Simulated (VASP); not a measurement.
# As (R-3m) in VASP: a series of runs, part 2 of 2

VASP 6.6.1. Earlier steps stand in the parts before.

## 4. Electric field gradients, LDA (zz strain of +1 %)

INCAR

```
SYSTEM = As
PREC = Accurate
ENCUT = 520
EDIFF = 1E-8
ISMEAR = -1
SIGMA = 0.05
LREAL = .False.
LASPH = .True.
NELM = 120
ALGO = Normal
ISIF = 2
LWAVE = .False.
LCHARG = .False.
GGA = CA
LEFG = .True.
NBANDS = 22
GGA_COMPAT = .False.
```

KPOINTS

```
Automatic mesh
0
Gamma
  13 13 13
  0 0 0
```

POSCAR

```
As
1.0
    1.8797494575      1.0852738553      3.5206277000
   -1.8797494575      1.0852738553      3.5206277000
    0.0000000000     -2.1705477106      3.5206277000
As
2
Direct
    0.2275400000      0.2275400000      0.2275400000
    0.7724600000      0.7724600000      0.7724600000
```

Potentials or basis: VASP PAW LDA potentials, release 64 (As_d).

Started as:

```
$ cat potpaw_LDA.64/As_d/POTCAR > POTCAR
$ mpirun -np 1 vasp_std > vasp.out
```

OUTCAR:

```text
SYSTEM = As
   PREC = Accurate
   ENCUT = 520
   EDIFF = 1E-8
   ISMEAR = -1
   LREAL = .False.
   LASPH = .True.
   NELM = 120
   ISIF = 2
   GGA = CA

 ion  position               nearest neighbor table
   1  0.228  0.228  0.228-   2 2.52   2 2.52   2 2.52
   2  0.772  0.772  0.772-   1 2.52   1 2.52   1 2.52

  LATTYP: Found a trigonal (rhomboedric) cell.
 ALAT       =     4.1359517364
 COS(alpha) =     0.5868773489

  Lattice vectors:

 A1 = (   1.8797494575,   1.0852738553,   3.5206277000)
 A2 = (  -1.8797494575,   1.0852738553,   3.5206277000)
 A3 = (   0.0000000000,  -2.1705477106,   3.5206277000)

Analysis of symmetry for initial positions (statically):
=====================================================================
 Subroutine PRICEL returns:
 Original cell was already a primitive cell.

 Routine SETGRP: Setting up the symmetry group for a
 trigonal (rhombohedral) supercell.

 Subroutine GETGRP returns: Found 12 space group operations
 (whereof 12 operations were pure point group operations)
 out of a pool of 12 trial point group operations.

The static configuration has the point symmetry D_3d.

Analysis of symmetry for dynamics (positions and initial velocities):
=====================================================================
 Subroutine PRICEL returns:
 Original cell was already a primitive cell.

 Routine SETGRP: Setting up the symmetry group for a
 trigonal (rhombohedral) supercell.

 Subroutine GETGRP returns: Found 12 space group operations
 (whereof 12 operations were pure point group operations)
 out of a pool of 12 trial point group operations.

The dynamic configuration has the point symmetry D_3d.

[... 145 lines left out ...]
 E-fermi :   3.7919     XC(G=0): -10.9874

 val. band max:        3.7213066672   @ k =   0.4615   0.0769   0.0769
 cond. band min:       3.8657261811   @ k =   0.3846   0.1538   0.1538
 fundamental gap:      0.1444195140
 Fermi energy:         3.7918887469

 k-point     1 :       0.0000    0.0000    0.0000
  band No.  band energies     occupation
      1     -32.6571      2.00000
      2     -32.6571      2.00000
      3     -32.6118      2.00000
      4     -32.6118      2.00000
      5     -32.5832      2.00000
      6     -32.5456      2.00000
[... 589 lines left out ...]
     21      13.8495      0.00000
     22      15.9133      0.00000

 [... further k-points ...]
[... 5 lines left out ...]
  --------------------------------------------------------------------------------------
  -------------------------------------------------------------------------------------
  Total       -0.3732672     -0.3732672     -0.7152386     -0.0000000      0.0000000     -0.0000000
  in kB      -13.8777732    -13.8777732    -26.5919917     -0.0000000      0.0000000     -0.0000000
  external PRESSURE =     -18.1158461 kB  Pullay stress =       0.0000000 kB

 VOLUME and BASIS-vectors are now :
 -----------------------------------------------------------------------------
  energy-cutoff  :      520.00
  volume of cell :       43.09
      direct lattice vectors                 reciprocal lattice vectors
     1.879749457  1.085273855  3.520627700     0.265992895  0.153571070  0.094680086
    -1.879749457  1.085273855  3.520627700    -0.265992895  0.153571070  0.094680086
     0.000000000 -2.170547711  3.520627700     0.000000000 -0.307142139  0.094680086

 POSITION                                       TOTAL-FORCE (eV/Angst)
 -----------------------------------------------------------------------------------
      0.00000      0.00000      2.40325         0.000000      0.000000      0.009069
      0.00000      0.00000      8.15863         0.000000      0.000000     -0.009069
 -----------------------------------------------------------------------------------
    total drift:                               -0.000000      0.000000     -0.000000

  FREE ENERGIE OF THE ION-ELECTRON SYSTEM (eV)
  ---------------------------------------------------
  free  energy   TOTEN  =       -10.7598917111 eV

  energy  without entropy=      -10.7587219271  energy(sigma->0) =      -10.75930682

 Electric field gradients (V/A^2)
---------------------------------------------------------------------
 ion       V_xx      V_yy      V_zz      V_xy      V_xz      V_yz
---------------------------------------------------------------------
   1      22.574    22.574   -45.148    -0.000     0.000    -0.000
   2      22.574    22.574   -45.148     0.000    -0.000    -0.000
---------------------------------------------------------------------

 Electric field gradients after diagonalization (V/A^2)
 (convention: |V_zz| > |V_xx| > |V_yy|)
----------------------------------------------------------------------
 ion       V_xx      V_yy      V_zz     asymmetry (V_yy - V_xx)/ V_zz
----------------------------------------------------------------------
   1      22.574    22.574   -45.148       0.000
   2      22.574    22.574   -45.148       0.000
----------------------------------------------------------------------

           NMR quadrupolar parameters

 Cq : quadrupolar parameter    Cq=e*Q*V_zz/h
 eta: asymmetry parameters     (V_yy - V_xx)/ V_zz
 Q  : nuclear electric quadrupole moment in mb (millibarn)
----------------------------------------------------------------------
 ion       Cq(MHz)       eta       Q (mb)
----------------------------------------------------------------------
   1      -0.109       0.000       1.000
   2      -0.109       0.000       1.000
----------------------------------------------------------------------
```

OSZICAR:

```text
N       E                     dE             d eps       ncg     rms          rms(c)
DAV:   1     0.198424731200E+03    0.19842E+03   -0.13247E+04 13442   0.666E+03
DAV:   2     0.183798270278E+02   -0.18004E+03   -0.17141E+03 10362   0.887E+02
DAV:   3    -0.941335047554E+01   -0.27793E+02   -0.27252E+02 11070   0.148E+02
DAV:   4    -0.107848378649E+02   -0.13715E+01   -0.13691E+01 11898   0.383E+01
DAV:   5    -0.108116529325E+02   -0.26815E-01   -0.26814E-01 11366   0.656E+00    0.412E+00
DAV:   6    -0.107777536109E+02    0.33899E-01   -0.12457E-02 13456   0.121E+00    0.240E+00
DAV:   7    -0.107597433561E+02    0.18010E-01   -0.15546E-02 13596   0.106E+00    0.794E-02
DAV:   8    -0.107598847088E+02   -0.14135E-03   -0.14101E-03 11628   0.447E-01    0.297E-02
DAV:   9    -0.107598920721E+02   -0.73633E-05   -0.30460E-05 13660   0.514E-02    0.665E-03
DAV:  10    -0.107598916050E+02    0.46713E-06   -0.28781E-06 13040   0.196E-02    0.279E-03
DAV:  11    -0.107598917128E+02   -0.10785E-06   -0.35632E-07 11996   0.669E-03    0.737E-04
DAV:  12    -0.107598917111E+02    0.16789E-08   -0.25639E-08 10504   0.167E-03
   1 F= -.10759892E+02 E0= -.10759307E+02  d E =-.116978E-02
```

stdout:

```text
POSCAR found type information on POSCAR As
 POSCAR found :  1 types and       2 ions
 scaLAPACK will be used
 LDA part: xc-table for (Slater(with rela. corr.)+CA(PZ))
 , standard interpolation
 POSCAR, INCAR and KPOINTS ok, starting setup
 FFT: planning ... GRIDC
 FFT: planning ... GRID_SOFT
 FFT: planning ... GRID
 WAVECAR not read
 entering main loop
ion   1

ion   2
```

It took 1.7 min on 1 thread of Intel Xeon 6975P-C (Granite Rapids), shared host; peak memory 0.28 GiB.

Results:

```yaml
Free_energy: -10.7599 eV
Pressure: -1.8 GPa
Largest_force: 0.009 eV/Å
Band_gap_on_the_k_mesh: zero (bands 15 and 16 overlap by 0.41 eV)
Largest_electric_field_gradient_by_atom: As -45.1 V/Å²
```

Forces in eV/Å, atoms in the order of the input:
```
As   0.000  0.000  0.009
As   0.000  0.000 -0.009
```

Levels at points of the mesh, in eV from the Fermi level:
```
           k point  band 11  band 12  band 13  band 14  band 15  band 16  band 17  band 18  band 19  band 20
(0.00, 0.00, 0.00)   -15.07    -5.99    -2.64    -1.99    -1.99     1.68     2.85     2.85     6.83     6.83
```

Electric field gradients, principal values (V/Å²):
```
atom   least  middle  greatest (by size)
1 As  22.574  22.574             -45.148
2 As  22.574  22.574             -45.148
```

Caveat: the cell differs from its parent crystal (zz strain of +1 %); without QUAD_EFG the Cq values of the log hold for a quadrupole moment of 1 mb, not for the nuclei.

## 5. Summary

```csv
cell,gap on the mesh (eV),pressure (GPa),largest force (eV/Å)
"a = 4.106 Å, angles 54.5°, 2 atoms",none,-1.2,0.11
"a = 4.093 Å, angles 54.5°, 2 atoms",none,-0.4,0.17
"a = 4.136 Å, angles 54.1°, 2 atoms",none,-1.8,0.01
```

Alike in all rows: task electric field gradients; level LDA; potentials or basis VASP PAW LDA potentials, release 64 (As_d); no spin polarisation; k mesh 13 × 13 × 13; cutoff (eV) 520; smearing fermi-dirac 0.05 eV.

Absolute energies hang on the potentials; compare differences alone.
